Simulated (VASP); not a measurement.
# BaHfO3 (Pm-3m) in VASP: vibrations by perturbation theory with PBE

Aim: the vibrations by perturbation theory of BaHfO3 with PBE.

Everything below comes from runs of VASP 6.6.1. Logs are shortened: lines on timing, memory, paths and dates and some standing lists are left out, and cuts for length are marked.

## (1) The cell of the first run

The structure is cubic, space group Pm-3m (No. 221). Conventional cell: a = 4.206 Å, b = 4.206 Å, c = 4.206 Å, α = 90.00°, β = 90.00°, γ = 90.00°. Ba (site symmetry m-3m) has 12 O at 2.97 Å and 8 Hf at 3.64 Å within 3.9 Å. Hf (site symmetry m-3m) has 6 O at 2.10 Å within 2.8 Å. Within 2.8 Å of O (site symmetry 4/mmm) lie 2 Hf at 2.10 Å.

## (2) Vibrations by perturbation theory, PBE

Input file INCAR:

```
PREC     = Accurate       # precision mode
ENCUT    = 520            # plane-wave cutoff, eV
EDIFF    = 1E-8           # SCF threshold, eV
ISMEAR   = 0              # smearing method
SIGMA    = 0.01           # smearing width, eV
LREAL    = False          # projectors in reciprocal space
LASPH    = True           # aspherical terms in the spheres
NELM     = 60             # most SCF steps
ALGO     = Normal         # electronic algorithm
ISIF     = 2              # what is computed and relaxed
LWAVE    = False          # write WAVECAR
LCHARG   = False          # write CHGCAR
GGA      = PE             # functional
IBRION   = 8              # ionic algorithm
NSW      = 1              # ionic steps
LEPSILON = True           # dielectric tensor by DFPT
```

Input file KPOINTS:

```
Automatic mesh
0
Gamma
  6 6 6
```

Input file POSCAR:

```
BaHfO3
1.0
    4.2061580908      0.0000000000      0.0000000000
    0.0000000000      4.2061580908      0.0000000000
    0.0000000000      0.0000000000      4.2061580908
Ba Hf O
1 1 3
Direct
    0.5000000000      0.5000000000      0.5000000000
    0.0000000000      0.0000000000      0.0000000000
    0.0000000000      0.5000000000      0.0000000000
    0.0000000000      0.0000000000      0.5000000000
    0.5000000000      0.0000000000      0.0000000000
```

Potentials or basis: VASP PAW PBE potentials, release 64 (Ba_sv, Hf_pv, O).

Launch:

```bash
$ cat potpaw_PBE.64/Ba_sv/POTCAR potpaw_PBE.64/Hf_pv/POTCAR potpaw_PBE.64/O/POTCAR > POTCAR
$ mpirun -np 1 vasp_std > vasp.out
```

OUTCAR:

```text
PREC = Accurate
   ENCUT = 520
   EDIFF = 1E-8
   ISMEAR = 0
   LREAL = False
   LASPH = True
   NELM = 60
   ISIF = 2
   GGA = PE
   IBRION = 8
   NSW = 1
   LEPSILON = True

 ion  position               nearest neighbor table
   1  0.500  0.500  0.500-   3 2.97   4 2.97   5 2.97   3 2.97   5 2.97   4 2.97   5 2.97   5 2.97
                             3 2.97   4 2.97   3 2.97   4 2.97   2 3.64   2 3.64   2 3.64   2 3.64
   2  0.000  0.000  0.000-   3 2.10   4 2.10   5 2.10   4 2.10   3 2.10   5 2.10   1 3.64   1 3.64
                             1 3.64   1 3.64   1 3.64   1 3.64   1 3.64   1 3.64
   3  0.000  0.500  0.000-   2 2.10   2 2.10   1 2.97   1 2.97   1 2.97   1 2.97
   4  0.000  0.000  0.500-   2 2.10   2 2.10   1 2.97   1 2.97   1 2.97   1 2.97
   5  0.500  0.000  0.000-   2 2.10   2 2.10   1 2.97   1 2.97   1 2.97   1 2.97

  LATTYP: Found a simple cubic cell.
 ALAT       =     4.2061580908

  Lattice vectors:

 A1 = (   4.2061580908,   0.0000000000,   0.0000000000)
 A2 = (   0.0000000000,   4.2061580908,   0.0000000000)
 A3 = (   0.0000000000,   0.0000000000,   4.2061580908)

Analysis of symmetry for initial positions (statically):
=====================================================================
 Subroutine PRICEL returns:
 Original cell was already a primitive cell.

 Routine SETGRP: Setting up the symmetry group for a
 simple cubic supercell.

 Subroutine GETGRP returns: Found 48 space group operations
 (whereof 48 operations were pure point group operations)
 out of a pool of 48 trial point group operations.

The static configuration has the point symmetry O_h .

Analysis of symmetry for dynamics (positions and initial velocities):
=====================================================================
 Subroutine PRICEL returns:
 Original cell was already a primitive cell.

 Routine SETGRP: Setting up the symmetry group for a
 simple cubic supercell.

 Subroutine GETGRP returns: Found 48 space group operations
 (whereof 48 operations were pure point group operations)
 out of a pool of 48 trial point group operations.

The dynamic configuration has the point symmetry O_h .

 Subroutine INISYM returns: Found 48 space group operations
 (whereof 48 operations are pure point group operations),
 and found     1 'primitive' translations

----------------------------------------------------------------------------------------

                                     Primitive cell

  volume of cell :      74.4144

  direct lattice vectors                    reciprocal lattice vectors
     4.206158091  0.000000000  0.000000000     0.237746651  0.000000000  0.000000000
     0.000000000  4.206158091  0.000000000     0.000000000  0.237746651  0.000000000
     0.000000000  0.000000000  4.206158091     0.000000000  0.000000000  0.237746651

  length of vectors
     4.206158091  4.206158091  4.206158091     0.237746651  0.237746651  0.237746651

  position of ions in fractional coordinates (direct lattice)
     0.500000000  0.500000000  0.500000000
     0.000000000  0.000000000  0.000000000
     0.000000000  0.500000000  0.000000000
     0.000000000  0.000000000  0.500000000
     0.500000000  0.000000000  0.000000000

  ion indices of the primitive-cell ions
   primitive index   ion index
                 1           1
                 2           2
                 3           3
                 4           4
                 5           5

----------------------------------------------------------------------------------------

 KPOINTS: Automatic mesh
[... 698 lines left out ...]
     0.00096  0.00000  0.00000
     0.00000  0.00096 -0.00000
     0.00000 -0.00000 -0.00202

[... ionic steps 4 to 9 ...]

--------------------------------------- Ionic step       10  -------------------------------------------

------------------------ aborting loop because EDIFF is reached ----------------------------------------

--------------------------------------- Ionic step       11  -------------------------------------------

 Free energy of the ion-electron system (eV)
  ---------------------------------------------------
  ---------------------------------------------------
  free energy    TOTEN  =        -0.37689555 eV

  energy without entropy =       -0.37689555

------------------------ aborting loop because EDIFF is reached ----------------------------------------

 INTERNAL STRAIN TENSOR  FOR ION    3  DIRECTION 2   (eV/Angst):
 -----------------------------------------------------------------------------
    -0.00892  0.00000  0.00000
     0.00000  0.03599  0.00000
     0.00000  0.00000 -0.00892

 MACROSCOPIC STATIC DIELECTRIC TENSOR (including local field effects in DFT)
 ------------------------------------------------------
           4.649117     0.000000     0.000000
           0.000000     4.649117     0.000000
           0.000000    -0.000000     4.649117
 ------------------------------------------------------

 PIEZOELECTRIC TENSOR (including local field effects)  for field in x, y, z        (e  Angst)
          XX          YY          ZZ          XY          YZ          ZX
  --------------------------------------------------------------------------------
  x     0.00000     0.00000     0.00000     0.00000     0.00000     0.00000
  y     0.00000     0.00000     0.00000     0.00000     0.00000     0.00000
  z     0.00000     0.00000     0.00000     0.00000     0.00000     0.00000

 PIEZOELECTRIC TENSOR (including local field effects)  for field in x, y, z        (C/m^2)
          XX          YY          ZZ          XY          YZ          ZX
  --------------------------------------------------------------------------------
  x     0.00000     0.00000     0.00000     0.00000     0.00000     0.00000
  y     0.00000     0.00000     0.00000     0.00000     0.00000     0.00000
  z     0.00000     0.00000     0.00000     0.00000     0.00000     0.00000

 BORN EFFECTIVE CHARGES (including local field effects) (in |e|, cummulative output)
 ---------------------------------------------------------------------------------
 ion    1
    1     2.74018     0.00000    -0.00000
    2    -0.00000     2.74018     0.00000
    3    -0.00000    -0.00000     2.74018
 ion    2
    1     5.81049    -0.00000     0.00000
    2    -0.00000     5.81049     0.00000
    3    -0.00000     0.00000     5.81049
 ion    3
    1    -1.99379     0.00000     0.00000
    2     0.00000    -4.56309     0.00000
    3     0.00000    -0.00000    -1.99379
 ion    4
    1    -1.99379    -0.00000    -0.00000
    2     0.00000    -1.99379     0.00000
    3    -0.00000     0.00000    -4.56309
 ion    5
    1    -4.56309     0.00000     0.00000
    2    -0.00000    -1.99379     0.00000
    3    -0.00000     0.00000    -1.99379

 INTERNAL STRAIN TENSOR FOR ION    5 for displacements in x,y,z  (eV/Angst):
          X           Y           Z          XY          YZ          ZX
  --------------------------------------------------------------------------------
  x     0.00000     0.00000     0.00000     0.00000     0.00000     0.00000
  y     0.00000     0.00000     0.00000     0.00000     0.00000     0.00000
  z     0.00000     0.00000     0.00000     0.00000     0.00000     0.00000

 SECOND DERIVATIVES (NOT SYMMETRIZED)
 ------------------------------------
               1X          1Y          1Z          2X          2Y          2Z          3X          3Y          3Z          4X          4Y          4Z          5X          5Y          5Z
  1X    -3.765206    0.000000    0.000000    3.368032   -0.000000   -0.000000   -0.361565    0.000000    0.000000   -0.361565   -0.000000    0.000000    1.120302    0.000000   -0.000000
  1Y     0.000000   -3.765206    0.000000   -0.000000    3.368032   -0.000000    0.000000    1.120302    0.000000   -0.000000   -0.361565    0.000000    0.000000   -0.361565    0.000000
  1Z    -0.000000    0.000000   -3.765206   -0.000000   -0.000000    3.368032   -0.000000    0.000000   -0.361565    0.000000   -0.000000    1.120302    0.000000   -0.000000   -0.361565
  2X     3.361511   -0.000000    0.000000   -8.654031   -0.000000    0.000000    0.837541    0.000000   -0.000000    0.837541    0.000000   -0.000000    3.617438   -0.000000    0.000000
  2Y    -0.000000    3.361511    0.000000   -0.000000   -8.654031    0.000000   -0.000000    3.617438   -0.000000    0.000000    0.837541   -0.000000    0.000000    0.837541    0.000000
  2Z    -0.000000   -0.000000    3.361511   -0.000000   -0.000000   -8.654031    0.000000    0.000000    0.837541   -0.000000   -0.000000    3.617438    0.000000    0.000000    0.837541
  3X    -0.363456    0.000000    0.000000    0.834366    0.000000    0.000000   -3.371337    0.000000    0.000000   -0.572794    0.000000    0.000000    3.473221    0.000000    0.000000
  3Y     0.000000    1.113438   -0.000000   -0.000000    3.621259    0.000000   -0.000000  -11.677919   -0.000000    0.000000    3.471611   -0.000000   -0.000000    3.471611    0.000000
  3Z     0.000000    0.000000   -0.363456    0.000000    0.000000    0.834366    0.000000    0.000000   -3.371337    0.000000    0.000000    3.473221    0.000000    0.000000   -0.572794
  4X    -0.363456    0.000000    0.000000    0.834366    0.000000    0.000000   -0.572794    0.000000    0.000000   -3.371337    0.000000    0.000000    3.473221    0.000000    0.000000
  4Y     0.000000   -0.363456    0.000000    0.000000    0.834366    0.000000    0.000000    3.473221    0.000000    0.000000   -3.371337    0.000000    0.000000   -0.572794    0.000000
  4Z     0.000000    0.000000    1.113438    0.000000    0.000000    3.621259    0.000000    0.000000    3.471611    0.000000   -0.000000  -11.677919    0.000000    0.000000    3.471611
  5X     1.113438    0.000000   -0.000000    3.621259   -0.000000    0.000000    3.471611   -0.000000    0.000000    3.471611    0.000000   -0.000000  -11.677919   -0.000000   -0.000000
  5Y     0.000000   -0.363456    0.000000    0.000000    0.834366    0.000000    0.000000    3.473221    0.000000    0.000000   -0.572794    0.000000    0.000000   -3.371337    0.000000
  5Z     0.000000    0.000000   -0.363456    0.000000    0.000000    0.834366    0.000000    0.000000   -0.572794    0.000000    0.000000    3.473221    0.000000    0.000000   -3.371337

 Eigenvectors and eigenvalues of the dynamical matrix
 ----------------------------------------------------

   1 f  =   14.688067 THz    92.287845 2PiTHz  489.941169 cm-1    60.744936 meV
             X         Y         Z           dx          dy          dz
      2.103079  2.103079  2.103079     0.018320   -0.022545   -0.000000
      0.000000  0.000000  0.000000     0.038341   -0.047182   -0.000000
      0.000000  2.103079  0.000000     0.192733    0.697885   -0.000000
      0.000000  0.000000  2.103079     0.192733   -0.237175    0.000000
      2.103079  0.000000  0.000000    -0.567116   -0.237175   -0.000000
[... 105 lines left out ...]
  15 f/i=    0.004303 THz     0.027038 2PiTHz    0.143543 cm-1     0.017797 meV
             X         Y         Z           dx          dy          dz
      2.103079  2.103079  2.103079     0.104287    0.603041    0.041518
      0.000000  0.000000  0.000000     0.119167    0.689084    0.047441
      0.000000  2.103079  0.000000     0.035730    0.206500    0.014225
      0.000000  0.000000  2.103079     0.035730    0.206612    0.014217
      2.103079  0.000000  0.000000     0.035711    0.206612    0.014225

--------------------------------------------------------------------------------------------------------

 MACROSCOPIC STATIC DIELECTRIC TENSOR IONIC CONTRIBUTION
 ------------------------------------------------------
          37.192581    -0.000000     0.000000
          -0.000000    37.192581    -0.000000
           0.000000    -0.000000    37.192581
 ------------------------------------------------------

 ELASTIC MODULI CONTR FROM IONIC RELAXATION (kBar)
 Direction    XX          YY          ZZ          XY          YZ          ZX
 --------------------------------------------------------------------------------
 XX           0.0000      0.0000      0.0000      0.0000      0.0000      0.0000
 YY           0.0000      0.0000      0.0000      0.0000      0.0000      0.0000
 ZZ           0.0000      0.0000      0.0000      0.0000      0.0000      0.0000
 XY           0.0000      0.0000      0.0000      0.0000      0.0000      0.0000
 YZ           0.0000      0.0000      0.0000      0.0000      0.0000      0.0000
 ZX           0.0000      0.0000      0.0000      0.0000      0.0000      0.0000
 --------------------------------------------------------------------------------

 PIEZOELECTRIC TENSOR IONIC CONTR  for field in x, y, z        (C/m^2)
          XX          YY          ZZ          XY          YZ          ZX
  --------------------------------------------------------------------------------
  x     0.00000     0.00000     0.00000     0.00000     0.00000     0.00000
  y     0.00000     0.00000     0.00000     0.00000     0.00000     0.00000
  z     0.00000     0.00000     0.00000     0.00000     0.00000     0.00000
```

Wall time 14 min (1 thread of Intel Xeon Platinum 8259CL at 2.50GHz (Skylake/Cascade Lake), shared host); peak memory 0.49 GiB.

What came out:

```yaml
Electronic_dielectric_tensor_diagonal: 4.65
Born_charges_mean_of_the_diagonal: Ba +2.74; Hf +5.81; O -2.85 e
Highest_phonon_frequency_at_Γ_LO-TO_splitting_left_out: 490 cm⁻¹
```

Phonon frequencies in cm⁻¹ (negative: imaginary):
```
              q point                                            frequencies
(0.000, 0.000, 0.000)  0 0 0 105 105 105 187 187 187 218 218 218 490 490 490
```

Electronic dielectric tensor:
```
4.65 0.00 0.00
0.00 4.65 0.00
0.00 0.00 4.65
```

Born effective charge tensors (e):
atom 1, Ba
```
2.74 0.00 0.00
0.00 2.74 0.00
0.00 0.00 2.74
```
atom 2, Hf
```
5.81 0.00 0.00
0.00 5.81 0.00
0.00 0.00 5.81
```
atom 3, O
```
-1.99  0.00  0.00
 0.00 -4.56  0.00
 0.00  0.00 -1.99
```
atom 4, O
```
-1.99  0.00  0.00
 0.00 -1.99  0.00
 0.00  0.00 -4.56
```
atom 5, O
```
-4.56  0.00  0.00
 0.00 -1.99  0.00
 0.00  0.00 -1.99
```

Caveat: spin-orbit coupling is left out, which moves the levels of the heavy elements.
